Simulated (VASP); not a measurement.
# Ti in VASP: further runs

The runs below take Ti through single point, with PBE.

Program: VASP 6.6.1. These are calculated values, not measurements. Logs are shortened: lines on timing, memory, paths and dates and some standing lists are left out, and cuts for length are marked.

## 1. The cell of the first run

The structure is trigonal, space group P-3m1 (No. 164). The conventional cell has a = 4.579 Å, b = 4.579 Å, c = 2.832 Å, α = 90.00°, β = 90.00°, γ = 120.00°. Within 3.7 Å of Ti (site symmetry -3m) lie 14 Ti at 2.83 to 3.03 Å. Ti (site symmetry 3m) has 11 Ti at 2.65 to 3.03 Å within 3.5 Å.

## 2. Single point, PBE (atoms displaced along a vibrational mode)

INCAR reads:

```
PREC = Accurate ; ENCUT = 500
EDIFF = 1E-6 ; ISMEAR = 0
SIGMA = 0.15 ; LREAL = False
LASPH = True ; NELM = 120
ALGO = Normal ; ISIF = 2
LWAVE = False ; LCHARG = True
GGA = PE ; LELF = True
LVHAR = True ; NBANDS = 25
GGA_COMPAT = False
```

KPOINTS reads:

```
Automatic mesh
0
Gamma
  12 12 14
```

POSCAR reads:

```
Ti
1.0
    4.5790987804      0.0000000000      0.0000000000
   -2.2895493902      3.9656158702      0.0000000000
    0.0000000000      0.0000000000      2.8317615649
Ti
3
Direct
    0.0000000000      0.0000000000      0.0000000000
    0.3333333333      0.6666666667      0.4745741305
    0.6666666667      0.3333333333      0.5254258695
```

Potentials or basis: VASP PAW PBE potentials, release 64 (Ti_sv).

Command:

```sh
> cat potpaw_PBE.64/Ti_sv/POTCAR > POTCAR
> mpirun -np 1 vasp_std > vasp.out
```

OUTCAR:

```text
PREC = Accurate
   ENCUT = 500
   EDIFF = 1E-6
   ISMEAR = 0
   LREAL = False
   LASPH = True
   NELM = 120
   ISIF = 2
   GGA = PE

 ion  position               nearest neighbor table
   1  0.000  0.000  0.000-
   2  0.333  0.667  0.475-   3 2.65   3 2.65   3 2.65
   3  0.667  0.333  0.525-   2 2.65   2 2.65   2 2.65

  LATTYP: Found a hexagonal cell.
 ALAT       =     4.5790987804
 C/A-ratio  =     0.6184102376

  Lattice vectors:

 A1 = (   4.5790987804,   0.0000000000,   0.0000000000)
 A2 = (  -2.2895493902,   3.9656158702,   0.0000000000)
 A3 = (   0.0000000000,   0.0000000000,   2.8317615649)

Analysis of symmetry for initial positions (statically):
=====================================================================
 Subroutine PRICEL returns:
 Original cell was already a primitive cell.

 Routine SETGRP: Setting up the symmetry group for a
 hexagonal supercell.

 Subroutine GETGRP returns: Found 12 space group operations
 (whereof 12 operations were pure point group operations)
 out of a pool of 24 trial point group operations.

The static configuration has the point symmetry D_3d.

Analysis of symmetry for dynamics (positions and initial velocities):
=====================================================================
 Subroutine PRICEL returns:
 Original cell was already a primitive cell.

 Routine SETGRP: Setting up the symmetry group for a
 hexagonal supercell.

 Subroutine GETGRP returns: Found 12 space group operations
 (whereof 12 operations were pure point group operations)
 out of a pool of 24 trial point group operations.

The dynamic configuration has the point symmetry D_3d.

 Subroutine INISYM returns: Found 12 space group operations
 (whereof 12 operations are pure point group operations),
 and found     1 'primitive' translations

----------------------------------------------------------------------------------------

                                     Primitive cell

  volume of cell :      51.4218

  direct lattice vectors                    reciprocal lattice vectors
     4.579098780  0.000000000  0.000000000     0.218383583  0.126083821  0.000000000
    -2.289549390  3.965615870  0.000000000     0.000000000  0.252167641  0.000000000
     0.000000000  0.000000000  2.831761565     0.000000000  0.000000000  0.353137076

  length of vectors
     4.579098780  4.579098780  2.831761565     0.252167641  0.252167641  0.353137076

[... 81 lines left out ...]
   NELM   =    120;   NELMIN=  2; NELMDL= -5     # of ELM steps
   EDIFF  = 0.1E-05   stopping-criterion for ELM
   LREAL  =      F    real-space projection
   EDIFFG = 0.1E-04   stopping-criterion for IOM
   NSW    =      0    number of steps for IOM
   IBRION =     -1    ionic relax: 0-MD 1-quasi-New 2-CG
   NFREE  =      0    steps in history (QN), initial steepest desc. (CG)
   ISIF   =      2    stress and relaxation
   ISYM   =      2    0-nonsym 1-usesym 2-fastsym
   POTIM  = 0.5000    time-step for ionic-motion
   TEBEG  =    0.0;   TEEND  =   0.0 temperature during run
   PSTRESS=    0.0 pullay stress
   NELECT =      36.0000    total number of electrons
   NUPDOWN=      -1.0000    fix difference up-down
   EMIN   =  10.00;   EMAX   =-10.00  energy-range for DOS
   EFERMI =   0.00;   METHOD = LEGACY
   ISMEAR =     0;   SIGMA  =   0.15  broadening in eV -4-tet -1-fermi 0-gaus
   EFERMI_NEDOS =   21; number of points for ismear=-14 and -15
   IALGO  =     38    algorithm
   IMIX   =      4    mixing-type and parameters
     AMIX     =   0.40;   BMIX     =  1.00
     AMIX_MAG =   1.60;   BMIX_MAG =  1.00
  volume/ion in A,a.u.               =      17.14       115.67
  Fermi-wavevector in a.u.,A,eV,Ry     =   1.453650  2.747000 28.750452  2.113099
  Thomas-Fermi vector in A             =   2.570892
   LORBIT       =      0    0 simple, 1 ext, 2 COOP (PROOUT), +10 PAW based schemes
   GGA     = PE    functional components
   LHFCALC =     F    Hartree Fock is set to
   AEXX    =    0.0000 exact exchange contribution
   IVDW    =     0    specifies the selected vdW correction
   LEPSILON=     F    determine dielectric tensor
   LRPA    =     F    only Hartree local field effects (RPA)
 non-spin polarized calculation
 Gauss-broadening in eV      SIGMA  =   0.15
  energy-cutoff  :      500.00
  volume of cell :       51.42
 maximum number of plane-waves:      1330
 NGX is ok and might be reduce to    36
   NGX = 17   NGY = 17   NGZ = 11

 number of electron      35.9999989 magnetization

 Free energy of the ion-electron system (eV)
  ---------------------------------------------------
  ext. energy  EPLUGINS =         0.00000000
  ---------------------------------------------------
  free energy    TOTEN  =       -23.52054934 eV

  energy without entropy =      -23.48753407  energy(sigma->0) =      -23.50404170

 E-fermi :   8.3457     XC(G=0): -11.5595

 val. band max:        8.3442465654   @ k =  -0.0833   0.5000   0.1429
 cond. band min:       8.3474394057   @ k =   0.2500  -0.0000   0.0714
 fundamental gap:      0.0031928403
 Fermi energy:         8.3456561932

 k-point     1 :       0.0000    0.0000    0.0000
  band No.  band energies     occupation
      1     -48.5135      2.00000
      2     -48.2631      2.00000
      3     -48.1038      2.00000
      4     -24.8271      2.00000
      5     -24.8271      2.00000
      6     -24.7240      2.00000
[... 661 lines left out ...]
     24      10.0657      0.00000
     25      10.8003      0.00000

 [... further k-points ...]

------------------------ aborting loop because EDIFF is reached ----------------------------------------

  FORCE on cell =-STRESS in cart. coord.  units (eV):
  Direction    XX          YY          ZZ          XY          YZ          ZX
  --------------------------------------------------------------------------------------
  -------------------------------------------------------------------------------------
  Total       -0.0952292     -0.0952292      0.0216331      0.0000000      0.0000000      0.0000000
  in kB       -2.9671077     -2.9671077      0.6740328      0.0000000      0.0000000      0.0000000
  external PRESSURE =      -1.7533942 kB  Pullay stress =       0.0000000 kB

 VOLUME and BASIS-vectors are now :
 -----------------------------------------------------------------------------
  energy-cutoff  :      500.00
  volume of cell :       51.42
      direct lattice vectors                 reciprocal lattice vectors
     4.579098780  0.000000000  0.000000000     0.218383583  0.126083821  0.000000000
    -2.289549390  3.965615870  0.000000000     0.000000000  0.252167641  0.000000000
     0.000000000  0.000000000  2.831761565     0.000000000  0.000000000  0.353137076

 POSITION                                       TOTAL-FORCE (eV/Angst)
 -----------------------------------------------------------------------------------
      0.00000      0.00000      0.00000         0.000000      0.000000      0.000000
     -0.00000      2.64374      1.34388         0.000000      0.000000      0.235447
      2.28955      1.32187      1.48788        -0.000000     -0.000000     -0.235447
 -----------------------------------------------------------------------------------
    total drift:                               -0.000000      0.000000      0.000000

  FREE ENERGIE OF THE ION-ELECTRON SYSTEM (eV)
  ---------------------------------------------------
  free  energy   TOTEN  =       -23.5205493379 eV

  energy  without entropy=      -23.4875340688  energy(sigma->0) =      -23.50404170
```

Run time: 4 min. Hardware: 1 thread of Oxide Virtual Turin-like, shared host; peak memory 0.29 GiB.

Results:

```yaml
Free_energy: -23.5205 eV
Pressure: -0.2 GPa
Largest_force: 0.235 eV/Å
Band_gap_on_the_k_mesh: zero (bands 18 and 19 overlap by 0.29 eV)
```

Forces on the atoms (eV/Å):
```
Ti   0.000  0.000  0.000
Ti   0.000  0.000  0.235
Ti   0.000  0.000 -0.235
```

Caveat: the cell differs from its parent crystal (atoms displaced along a vibrational mode).

## 3. Single point, PBE

INCAR reads:

```
ALGO = Normal
EDIFF = 1E-6
ENCUT = 500
GGA = PE
GGA_COMPAT = F
ISIF = 2
ISMEAR = 0
LASPH = T
LCHARG = T
LELF = T
LREAL = F
LVHAR = T
LWAVE = F
NBANDS = 25
NELM = 120
PREC = Accurate
SIGMA = 0.15
```

KPOINTS reads:

```
k-points
0
Gamma
  12 12 14
```

POSCAR reads:

```
Ti
1.0
    4.5790987804      0.0000000000      0.0000000000
   -2.2895493902      3.9656158702      0.0000000000
    0.0000000000      0.0000000000      2.8317615649
Ti
3
Direct
    0.0000000000      0.0000000000      0.0000000000
    0.3333333333      0.6666666667      0.5000000000
    0.6666666667      0.3333333333      0.5000000000
```

Potentials or basis: VASP PAW PBE potentials, release 64 (Ti_sv).

Command:

```sh
> cat potpaw_PBE.64/Ti_sv/POTCAR > POTCAR
> mpirun -np 1 vasp_std > vasp.out
```

Run time: 3.8 min. Hardware: 1 thread of Oxide Virtual Turin-like, shared host; peak memory 0.24 GiB.

The run converged. Its results:

| Item | Value |
| --- | --- |
| Free energy | -23.5373 eV |
| Pressure | -0.2 GPa |
| Band gap on the k mesh | zero (bands 18 and 19 overlap by 0.26 eV) |

Levels at points of the mesh, in eV from the Fermi level:
```
           k point  band 15  band 16  band 17  band 18  band 19  band 20  band 21  band 22
(0.00, 0.00, 0.00)    -0.70    -0.70    -0.61    -0.61    -0.02     0.69     1.30     1.30
(0.50, 0.00, 0.00)    -2.61    -0.40    -0.38    -0.34     0.07     0.54     1.05     1.11
(0.00, 0.00, 0.50)    -2.06    -1.73    -1.60    -1.60     1.06     1.06     1.25     1.25
(0.50, 0.00, 0.50)    -1.67    -1.15    -0.67    -0.62     0.37     0.82     0.93     1.05
```

## 4. Single point, PBE (atoms displaced along a vibrational mode)

INCAR reads:

```
  ALGO = Normal
  EDIFF = 1E-6
  ENCUT = 500
  GGA = PE
  GGA_COMPAT = F
  ISIF = 2
  ISMEAR = 0
  LASPH = T
  LCHARG = T
  LELF = T
  LREAL = F
  LVHAR = T
  LWAVE = F
  NBANDS = 25
  NELM = 120
  PREC = Accurate
  SIGMA = 0.15
```

KPOINTS is that of step 3.

POSCAR reads:

```
Ti
1.0
    4.5790987804      0.0000000000      0.0000000000
   -2.2895493902      3.9656158702      0.0000000000
    0.0000000000      0.0000000000      2.8317615649
Ti
3
Direct
   -0.0164442838      0.0000000000      0.0000000000
    0.3415554752      0.6666666667      0.5000000000
    0.6748888086      0.3333333333      0.5000000000
```

Command:

```sh
> cat potpaw_PBE.64/Ti_sv/POTCAR > POTCAR
> mpirun -np 1 vasp_std > vasp.out
```

Wall time 13 min (1 thread of Oxide Virtual Turin-like, shared host); peak memory 0.38 GiB.

The run converged. Its results:

| Item | Value |
| --- | --- |
| Free energy | -23.5195 eV |
| Pressure | 0.1 GPa |
| Largest force | 0.339 eV/Å |
| Band gap on the k mesh | zero (bands 18 and 19 overlap by 0.26 eV) |

Forces on the atoms (eV/Å):
```
Ti   0.339  0.000  0.000
Ti  -0.170 -0.041  0.000
Ti  -0.170  0.041  0.000
```

Stress tensor (GPa, compression positive):
```
 0.45  0.00  0.00
 0.00  0.01  0.00
 0.00  0.00 -0.28
```

Levels at points of the mesh, in eV from the Fermi level:
```csv
k point,band 14,band 15,band 16,band 17,band 18,band 19,band 20,band 21,band 22,band 23
"(0.00, 0.00, 0.00)",-1.94,-0.73,-0.73,-0.58,-0.58,-0.01,0.72,1.29,1.32,1.70
"(0.50, 0.00, 0.00)",-3.56,-2.60,-0.53,-0.43,-0.26,0.16,0.56,1.03,1.11,1.87
"(0.00, 0.50, 0.00)",-3.57,-2.61,-0.52,-0.36,-0.29,0.09,0.55,1.04,1.10,1.93
"(0.00, 0.00, 0.50)",-2.06,-2.06,-1.72,-1.60,-1.59,1.06,1.06,1.25,1.25,2.93
"(0.50, 0.00, 0.50)",-2.10,-1.68,-1.15,-0.68,-0.61,0.39,0.83,0.91,1.03,2.23
"(0.00, 0.50, 0.50)",-2.10,-1.68,-1.18,-0.68,-0.60,0.36,0.86,0.92,1.09,2.21
```

Caveat: the cell differs from its parent crystal (atoms displaced along a vibrational mode).

## 5. The runs side by side

| cell | gap on the mesh (eV) | pressure (GPa) | largest force (eV/Å) |
| --- | --- | --- | --- |
| as given, atomic positions A | none | -0.2 | 0.24 |
| as given, atomic positions B | none | -0.2 | - |
| as given, atomic positions C | none | 0.1 | 0.34 |

Alike in all rows: task single point; level PBE; potentials or basis VASP PAW PBE potentials, release 64 (Ti_sv); no spin polarisation; k mesh 12 × 12 × 14; cutoff (eV) 500; smearing gaussian 0.15 eV.

Absolute energies hang on the potentials; compare differences alone.
